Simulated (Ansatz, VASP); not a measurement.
# One calculation of InSe, two programs

```
Se In
1.0
     4.02661    0.00000    0.00000
    -2.01331    3.48715    0.00000
     0.00000    0.00000   28.27071
Se In
4 4
Direct
  0.00000 0.00000 0.15918
  0.00000 0.00000 0.34967
  0.00000 0.66667 0.48090
  0.00000 0.66667 0.67139
  0.66667 0.33333 0.20500
  0.66667 0.33333 0.30385
  0.33333 0.33333 0.52672
  0.33333 0.33333 0.62557
```

Alike in both runs: task single point; functional PBE; dispersion D3(BJ); k mesh 9 × 9 × 1; occupations gaussian, width 0.05 eV; no spin polarisation.

|  | VASP | Ansatz |
| --- | --- | --- |
| version | VASP 6.6.1 | Ansatz 0.2.0 |
| potentials or method | VASP PAW PBE potentials, release 64 (Se, In_d), cutoff 520 eV | scalar-relativistic, plane waves, PAW |
| valence electrons in the cell | 76 | 116 |

|  | VASP | Ansatz | Ansatz less VASP |
| --- | --- | --- | --- |
| gap on the k mesh at the Fermi level (eV) | 1.25 | 1.26 | +0.010 |
| least direct gap on the mesh (eV) | 1.29 | 1.30 | +0.009 |
| rms of the force components (eV/Å) | 0.021 | 0.017 | -0.0032 |

VASP's potentials hold 76 valence electrons a cell and Ansatz's 116, so a difference there can come from the potentials and not from the codes.
